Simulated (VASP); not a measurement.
A run of VASP 6.6.1 is set up as follows.

Contents of INCAR:

```
SYSTEM = Si2N
PREC = Accurate
ENCUT = 520
EDIFF = 1E-7
ISMEAR = 0
SIGMA = 0.1
LREAL = .False.
LASPH = .True.
NELM = 100
ALGO = Normal
ISIF = 2
LWAVE = .False.
LCHARG = .False.
GGA = PE
NBANDS = 14
```

File KPOINTS:

```
Automatic mesh
0
Gamma
  6 6 6
  0 0 0
```

POSCAR

```
Si2N
1.0
    1.4782176200      0.8534493400      5.4835899600
   -1.4782176200      0.8534493400      5.4835899600
    0.0000000000     -1.7068986800      5.4835899600
Si N
2 1
Direct
    0.6026623800      0.6026623800      0.6026623800
    0.3973376200      0.3973376200      0.3973376200
    0.0000000000      0.0000000000      0.0000000000
```

Potentials or basis: VASP PAW PBE potentials, release 64 (Si, N).

Run with:

```console
$ cat potpaw_PBE.64/Si/POTCAR potpaw_PBE.64/N/POTCAR > POTCAR
$ mpirun -np 1 vasp_std > vasp.out
```

Problem. Predict the largest force.

Solution. 3.980 eV/Å.

Problem. Estimate the pressure.

Solution. 14.1 GPa.

Forces in eV/Å, atoms in the order of the input:
```
Si   0.000  0.000 -3.980
Si   0.000  0.000  3.980
N    0.000  0.000  0.000
```

Caveat: the k points lie up to 0.41 Å⁻¹ apart; forces of over 1 eV/Å act on the atoms, so gaps and moduli don't describe the material at rest.
